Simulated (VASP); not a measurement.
CdS (rocksalt type): single point with PBEsol

CdS (rocksalt type):

```
Cd S
1.0
     0.00000    2.21097    2.21097
     2.21097    0.00000    2.21097
     2.21097    2.21097    0.00000
Cd S
1 1
Cartesian
  0.0000 0.0000 0.0000
  2.2110 2.2110 2.2110
```

This cell differs from its parent crystal: volume scaled by 0.55.

| Property | Result |
| --- | --- |
| Program | VASP 6.6.1 |
| Task | single point |
| Functional | PBEsol |
| Potentials or basis | VASP PAW PBE potentials, release 64 (Cd, S) |
| Cutoff | 520 eV |
| k mesh | 13 × 13 × 13 |
| Occupations | fermi-dirac, width 0.08 eV |
| Spin | no spin polarisation |
| Dipole correction | no |
| Further INCAR settings | ALGO = Normal; EDIFF = 1e-06; NBANDS = 16 |

The pressure is 209.2 GPa and the band gap on the k mesh is zero (band 9 reaches 12.50 eV, above the bottom of band 10 at 11.95 eV).

Levels at points of the mesh, in eV from the Fermi level:
| k point | band 6 | band 7 | band 8 | band 9 | band 10 | band 11 | band 12 | band 13 |
| --- | --- | --- | --- | --- | --- | --- | --- | --- |
| (0.00, 0.00, 0.00) | -11.82 | -3.25 | -3.25 | -3.25 | 5.00 | 8.61 | 8.61 | 8.61 |

It took 17 s on 1 thread of AMD EPYC 7R13 Processor (Zen 3), with other jobs on the host, peak memory 0.13 GiB.

Caveat: the PAW data sets were made with another functional, which shifts forces and pressure a little.
